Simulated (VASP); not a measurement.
# BN (P1) in VASP: a series of runs

Runs on BN. Level: PBEsol. Tasks: single point.

All numbers are computed with VASP 6.6.1; they aren't measurements. Logs are shortened: lines on timing, memory, paths and dates and some standing lists are left out, and cuts for length are marked.

## 1. The cell of the first run

The typed cell holds 4 atoms: a = 2.554 Å, b = 2.554 Å, c = 4.227 Å, α = 90.00°, β = 90.00°, γ = 120.00°.

## 2. Single point, PBEsol (atom 3 (N) moved by (-0.200, -0.100) A along [1 1 0] and z)

The input, INCAR:

```
ALGO = Normal
EDIFF = 1E-6
ENCUT = 520
GGA = PS
ISIF = 2
ISMEAR = 0
LASPH = T
LCHARG = F
LREAL = F
LWAVE = F
NBANDS = 16
NELM = 60
PREC = Accurate
SIGMA = 0.05
```

The input, KPOINTS:

```
k-points
0
Gamma
  12 12 6
```

The input, POSCAR:

```
BN
1.0
    2.5539396017      0.0000000000      0.0000000000
   -1.2769698009      2.2117765748      0.0000000000
    0.0000000000      0.0000000000      4.2268550000
B N
2 2
Direct
    0.6666666667      0.3333333333      0.9997240000
    0.3333333333      0.6666666667      0.4997240000
    0.5793227787      0.2693931696      0.6016177482
    0.3333333333      0.6666666667      0.1252760000
```

Potentials or basis: VASP PAW PBE potentials, release 64 (B, N).

On the command line:

```
cat potpaw_PBE.64/B/POTCAR potpaw_PBE.64/N/POTCAR > POTCAR
mpirun -np 1 vasp_std > vasp.out
```

OUTCAR:

```text
EDIFF = 1E-6
   ENCUT = 520
   GGA = PS
   ISIF = 2
   ISMEAR = 0
   LASPH = T
   LREAL = F
   NELM = 60
   PREC = Accurate

 ion  position               nearest neighbor table
   1  0.667  0.333  1.000-   4 1.57   4 1.57   4 1.57   3 1.69
   2  0.333  0.667  0.500-   3 1.41   3 1.50   4 1.58   3 1.72
   3  0.579  0.269  0.602-   2 1.41   2 1.50   1 1.69   2 1.72
   4  0.333  0.667  0.125-   1 1.57   1 1.57   1 1.57   2 1.58

  LATTYP: Found a hexagonal cell.
 ALAT       =     2.5539396017
 C/A-ratio  =     1.6550332659

  Lattice vectors:

 A1 = (   2.5539396017,   0.0000000000,   0.0000000000)
 A2 = (  -1.2769698009,   2.2117765748,   0.0000000000)
 A3 = (   0.0000000000,   0.0000000000,   4.2268550000)

Analysis of symmetry for initial positions (statically):
=====================================================================
 Subroutine PRICEL returns:
 Original cell was already a primitive cell.

 Routine SETGRP: Setting up the symmetry group for a
 hexagonal supercell.

 Subroutine GETGRP returns: Found  1 space group operations
 (whereof  1 operations were pure point group operations)
 out of a pool of 24 trial point group operations.

The static configuration has the point symmetry C_1 .

Analysis of symmetry for dynamics (positions and initial velocities):
=====================================================================
 Subroutine PRICEL returns:
 Original cell was already a primitive cell.

 Routine SETGRP: Setting up the symmetry group for a
 hexagonal supercell.

 Subroutine GETGRP returns: Found  1 space group operations
 (whereof  1 operations were pure point group operations)
 out of a pool of 24 trial point group operations.

The dynamic configuration has the point symmetry C_1 .

 Subroutine INISYM returns: Found  1 space group operations
 (whereof  1 operations are pure point group operations),
 and found     1 'primitive' translations

----------------------------------------------------------------------------------------

                                     Primitive cell

  volume of cell :      23.8764

  direct lattice vectors                    reciprocal lattice vectors
     2.553939602  0.000000000  0.000000000     0.391551938  0.226062617  0.000000000
    -1.276969801  2.211776575  0.000000000     0.000000000  0.452125233  0.000000000
     0.000000000  0.000000000  4.226855000     0.000000000  0.000000000  0.236582518

  length of vectors
     2.553939602  2.553939602  4.226855000     0.452125233  0.452125233  0.236582518

  position of ions in fractional coordinates (direct lattice)
     0.666666667  0.333333333  0.999724000
     0.333333333  0.666666667  0.499724000
     0.579322779  0.269393170  0.601617748
     0.333333333  0.666666667  0.125276000

  ion indices of the primitive-cell ions
   primitive index   ion index
                 1           1
                 2           2
                 3           3
                 4           4

----------------------------------------------------------------------------------------

 KPOINTS: k-points

Automatic generation of k-mesh.
 Grid dimensions read from file:
 generate k-points for:   12   12    6

 Generating k-lattice:

  Cartesian coordinates                     Fractional coordinates (reciprocal lattice)
     0.032629328  0.018838551  0.000000000     0.083333333  0.000000000  0.000000000
     0.000000000  0.037677103  0.000000000     0.000000000  0.083333333  0.000000000
     0.000000000  0.000000000  0.039430420     0.000000000  0.000000000  0.166666667

  Length of vectors
     0.037677103  0.037677103  0.039430420

  Shift w.r.t. Gamma in fractional coordinates (k-lattice)
     0.000000000  0.000000000  0.000000000

 Subroutine IBZKPT returns following result:
 ===========================================

 Found    436 irreducible k-points:

 Following reciprocal coordinates:
            Coordinates               Weight
  0.000000  0.000000  0.000000      1.000000
  0.083333  0.000000  0.000000      2.000000
  0.000000  0.083333  0.000000      2.000000
 -0.083333  0.083333  0.000000      2.000000
  0.166667  0.000000  0.000000      2.000000
  0.000000  0.166667  0.000000      2.000000
[... 16 lines left out ...]
  0.166667  0.083333  0.000000      2.000000
 -0.083333  0.250000  0.000000      2.000000
 [... further k-points ...]
   k-points           NKPTS =    436   k-points in BZ     NKDIM =    436   number of bands    NBANDS=     16
   number of dos      NEDOS =    301   number of ions     NIONS =      4
   total plane-waves  NPLWV =  12800
   dimension x,y,z NGX =    20 NGY =   20 NGZ =   32
   dimension x,y,z NGXF=    40 NGYF=   40 NGZF=   64
   ions per type =               2   2
   NGX,Y,Z   is equivalent  to a cutoff of  13.02, 13.02, 12.59 a.u.
   NGXF,Y,Z  is equivalent  to a cutoff of  26.04, 26.04, 25.17 a.u.
 SYSTEM =  unknown system
   PREC   = accura    normal or accurate (medium, high low for compatibility)
   ISTART =      0    job   : 0-new  1-cont  2-samecut
   ICHARG =      2    charge: 1-file 2-atom 10-const
   ISPIN  =      1    spin polarized calculation?
   LNONCOLLINEAR =      F non collinear calculations
   LSORBIT =      F    spin-orbit coupling
   LASPH  =      T    aspherical Exc in radial PAW
   ENCUT  =  520.0 eV  38.22 Ry    6.18 a.u.   4.75  4.75  7.86*2*pi/ulx,y,z
   NELM   =     60;   NELMIN=  2; NELMDL= -5     # of ELM steps
   EDIFF  = 0.1E-05   stopping-criterion for ELM
   LREAL  =      F    real-space projection
   EDIFFG = 0.1E-04   stopping-criterion for IOM
   NSW    =      0    number of steps for IOM
   IBRION =     -1    ionic relax: 0-MD 1-quasi-New 2-CG
   NFREE  =      0    steps in history (QN), initial steepest desc. (CG)
   ISIF   =      2    stress and relaxation
   ISYM   =      2    0-nonsym 1-usesym 2-fastsym
   POTIM  = 0.5000    time-step for ionic-motion
   TEBEG  =    0.0;   TEEND  =   0.0 temperature during run
   PSTRESS=    0.0 pullay stress
   NELECT =      16.0000    total number of electrons
   NUPDOWN=      -1.0000    fix difference up-down
   EMIN   =  10.00;   EMAX   =-10.00  energy-range for DOS
   EFERMI =   0.00;   METHOD = LEGACY
   ISMEAR =     0;   SIGMA  =   0.05  broadening in eV -4-tet -1-fermi 0-gaus
   EFERMI_NEDOS =   21; number of points for ismear=-14 and -15
   IALGO  =     38    algorithm
   IMIX   =      4    mixing-type and parameters
     AMIX     =   0.40;   BMIX     =  1.00
     AMIX_MAG =   1.60;   BMIX_MAG =  1.00
  volume/ion in A,a.u.               =       5.97        40.28
  Fermi-wavevector in a.u.,A,eV,Ry     =   1.432600  2.707222 27.923836  2.052344
  Thomas-Fermi vector in A             =   2.552210
   LORBIT       =      0    0 simple, 1 ext, 2 COOP (PROOUT), +10 PAW based schemes
   GGA     = PS    functional components
   LHFCALC =     F    Hartree Fock is set to
   AEXX    =    0.0000 exact exchange contribution
   IVDW    =     0    specifies the selected vdW correction
   LEPSILON=     F    determine dielectric tensor
   LRPA    =     F    only Hartree local field effects (RPA)
 non-spin polarized calculation
 Gauss-broadening in eV      SIGMA  =   0.05
  energy-cutoff  :      520.00
  volume of cell :       23.88
 maximum number of plane-waves:       660
   NGX =  9   NGY =  9   NGZ = 15

 number of electron      16.0000001 magnetization

 Free energy of the ion-electron system (eV)
  ---------------------------------------------------
  ext. energy  EPLUGINS =         0.00000000
  ---------------------------------------------------
  free energy    TOTEN  =       -35.93476833 eV

  energy without entropy =      -35.93476833  energy(sigma->0) =      -35.93476833

 E-fermi :   8.3178     XC(G=0): -12.9512

 val. band max:        8.0139875217   @ k =   0.0000   0.0000   0.0000
 cond. band min:      12.6664548932   @ k =   0.3333   0.3333   0.0000
 fundamental gap:      4.6524673715
 Fermi energy:         8.3178109595

 k-point     1 :       0.0000    0.0000    0.0000
  band No.  band energies     occupation
      1     -12.9718      2.00000
      2      -8.7813      2.00000
      3      -3.4269      2.00000
      4       3.8139      2.00000
      5       5.9051      2.00000
      6       6.8200      2.00000
[... 8 lines left out ...]
     15      21.2641      0.00000
     16      23.1963      0.00000

 k-point     2 :       0.0833    0.0000    0.0000
  band No.  band energies     occupation
      1     -12.8221      2.00000
      2      -8.6633      2.00000
      3      -3.2774      2.00000
      4       3.6189      2.00000
      5       5.1181      2.00000
      6       6.6072      2.00000
[... 8 lines left out ...]
     15      21.5854      0.00000
     16      22.9450      0.00000

 k-point     3 :       0.0000    0.0833    0.0000
  band No.  band energies     occupation
      1     -12.8229      2.00000
      2      -8.6716      2.00000
      3      -3.2729      2.00000
      4       3.3225      2.00000
      5       5.5066      2.00000
      6       6.3028      2.00000
[... 8 lines left out ...]
     15      21.3753      0.00000
     16      23.0300      0.00000

 k-point     4 :      -0.0833    0.0833    0.0000
  band No.  band energies     occupation
      1     -12.8228      2.00000
      2      -8.6701      2.00000
      3      -3.2739      2.00000
      4       3.3672      2.00000
      5       5.4447      2.00000
      6       6.3912      2.00000
[... 8 lines left out ...]
     15      21.4951      0.00000
     16      23.0609      0.00000
[... 324 lines left out ...]
 k-point    22 :      -0.1667    0.0833    0.0000
  band No.  band energies     occupation
      1     -12.5259      2.00000
      2      -8.4396      2.00000
      3      -2.9792      2.00000
      4       2.9802      2.00000
      5       4.1465      2.00000
      6       5.9580      2.00000
[... 8 lines left out ...]
     15      21.9463      0.00000
     16      22.9768      0.00000

 k-point    23 :       0.1667    0.0833    0.0000
  band No.  band energies     occupation
      1     -11.9447      2.00000
      2      -8.0187      2.00000
      3      -2.4009      2.00000
      4       1.9162      2.00000
      5       2.5809      2.00000
      6       4.7577      2.00000
[... 8 lines left out ...]
     15      22.1586      0.00000
     16      23.2164      0.00000

 k-point    24 :      -0.0833    0.2500    0.0000
  band No.  band energies     occupation
      1     -11.9460      2.00000
      2      -8.0887      2.00000
      3      -2.3594      2.00000
      4       1.0443      2.00000
      5       3.5732      2.00000
      6       4.2959      2.00000
[... 8 lines left out ...]
     15      21.5594      0.00000
     16      23.4573      0.00000

 [... further k-points ...]

------------------------ aborting loop because EDIFF is reached ----------------------------------------

  FORCE on cell =-STRESS in cart. coord.  units (eV):
  Direction    XX          YY          ZZ          XY          YZ          ZX
  --------------------------------------------------------------------------------------
  -------------------------------------------------------------------------------------
  Total       -0.4525828      1.8713781     -0.0591050     -0.6527366      0.5263422     -0.0687237
  in kB      -30.3696211    125.5749155     -3.9661172    -43.8005275     35.3190916     -4.6115600
  external PRESSURE =      30.4130591 kB  Pullay stress =       0.0000000 kB

 VOLUME and BASIS-vectors are now :
 -----------------------------------------------------------------------------
  energy-cutoff  :      520.00
  volume of cell :       23.88
      direct lattice vectors                 reciprocal lattice vectors
     2.553939602  0.000000000  0.000000000     0.391551938  0.226062617  0.000000000
    -1.276969801  2.211776575  0.000000000     0.000000000  0.452125233  0.000000000
     0.000000000  0.000000000  4.226855000     0.000000000  0.000000000  0.236582518

 POSITION                                       TOTAL-FORCE (eV/Angst)
 -----------------------------------------------------------------------------------
      1.27697      0.73726      4.22569        -0.580768     -0.627397     -0.477761
     -0.00000      1.47452      2.11226        -1.770071     -3.544226     -2.247303
      1.13555      0.59584      2.54295         2.435545      4.293559      4.109409
     -0.00000      1.47452      0.52952        -0.084705     -0.121936     -1.384345
 -----------------------------------------------------------------------------------
    total drift:                                0.000143     -0.000002      0.000078

  FREE ENERGIE OF THE ION-ELECTRON SYSTEM (eV)
  ---------------------------------------------------
  free  energy   TOTEN  =       -35.9347683274 eV

  energy  without entropy=      -35.9347683274  energy(sigma->0) =      -35.93476833
```

Wall time 3.3 min (1 thread of Intel Xeon 8259CL, shared host); peak memory 0.24 GiB.

What came out:

- Free energy: -35.9348 eV
- Pressure: 3.0 GPa
- Largest force: 6.423 eV/Å
- Band gap on the k mesh: 4.65 eV (least direct gap 7.02 eV)

Forces on the atoms (eV/Å):
```
B   -0.581 -0.627 -0.478
B   -1.770 -3.544 -2.247
N    2.436  4.294  4.109
N   -0.085 -0.122 -1.384
```

Stress tensor (GPa, compression positive):
```
-3.04 -4.38 -0.46
-4.38 12.56  3.53
-0.46  3.53 -0.40
```

Levels at points of the mesh, in eV from the valence-band top:
| k point | band 4 | band 5 | band 6 | band 7 | band 8 | band 9 | band 10 | band 11 | band 12 | band 13 |
| --- | --- | --- | --- | --- | --- | --- | --- | --- | --- | --- |
| (0.00, 0.00, 0.00) | -4.20 | -2.11 | -1.19 | -0.59 | 0.00 | 7.02 | 7.12 | 8.22 | 8.45 | 9.43 |
| (0.50, 0.00, 0.00) | -8.17 | -7.62 | -6.34 | -3.75 | -3.34 | 5.46 | 6.01 | 10.13 | 10.65 | 11.52 |
| (0.00, 0.50, 0.00) | -9.05 | -6.96 | -5.52 | -5.19 | -2.70 | 5.68 | 7.88 | 10.09 | 10.55 | 11.72 |
| (0.50, 0.50, 0.00) | -8.74 | -7.28 | -5.49 | -4.83 | -2.79 | 5.34 | 7.25 | 10.06 | 10.20 | 11.89 |
| (0.00, 0.00, 0.50) | -5.90 | -3.83 | -1.80 | -1.74 | -0.53 | 6.83 | 8.28 | 8.91 | 9.15 | 9.29 |
| (0.50, 0.00, 0.50) | -10.18 | -5.78 | -4.40 | -4.30 | -3.67 | 5.09 | 5.99 | 8.60 | 9.67 | 13.27 |
| (0.00, 0.50, 0.50) | -10.64 | -4.67 | -4.25 | -3.97 | -3.25 | 5.30 | 5.80 | 7.84 | 9.10 | 13.35 |
| (0.50, 0.50, 0.50) | -10.59 | -4.94 | -4.35 | -3.98 | -3.10 | 5.09 | 5.62 | 7.92 | 8.98 | 13.32 |

Caveat: the cell differs from its parent crystal (atom 3 (N) moved by (-0.200, -0.100) A along [1 1 0] and z); the stress differs along the axes, from -3 to 13 GPa; the PAW data sets were made with another functional, which shifts forces and pressure a little.

(Continued in part 2 of 2.)
